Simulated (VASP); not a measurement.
HfO2, 36 atoms in the cell. The structure is cubic, space group Fm-3m (No. 225). Conventional cell: a = 5.115 Å, b = 5.115 Å, c = 5.115 Å, α = 90.00°, β = 90.00°, γ = 90.00°. Hf (site symmetry m-3m) has 8 O at 2.21 Å within 2.9 Å. Within 2.9 Å of O (site symmetry -43m) lie 4 Hf at 2.21 Å and 6 O at 2.56 Å. 

| Quantity | Value |
| --- | --- |
| Program | VASP 6.6.1 |
| Task | single point |
| Functional | PBE |
| Potentials or basis | VASP PAW PBE potentials, release 64 (Hf_pv, O) |
| Cutoff | 520 eV |
| k mesh | 2 × 2 × 2 |
| Occupations | gaussian, width 0.05 eV |
| Spin | no spin polarisation |
| Dipole correction | no |
| Further INCAR settings | LREAL = Auto; ALGO = Normal; EDIFF = 1e-06; NBANDS = 156 |

Potentials or basis: VASP PAW PBE potentials, release 64 (Hf_pv, O).

Run with:

```sh
$ cat potpaw_PBE.64/Hf_pv/POTCAR potpaw_PBE.64/O/POTCAR > POTCAR
$ mpirun -np 1 vasp_std > vasp.out
```

Hardware: 1 thread of AMD EPYC 7R13 Processor (Zen 3), on a shared host.

Task: Estimate the wall time of this run.

Result: It took 9.5 min on 1 thread of AMD EPYC 7R13 Processor (Zen 3) (shared host), peak memory 0.58 GiB. Counts: scf iterations 15, k points 6.
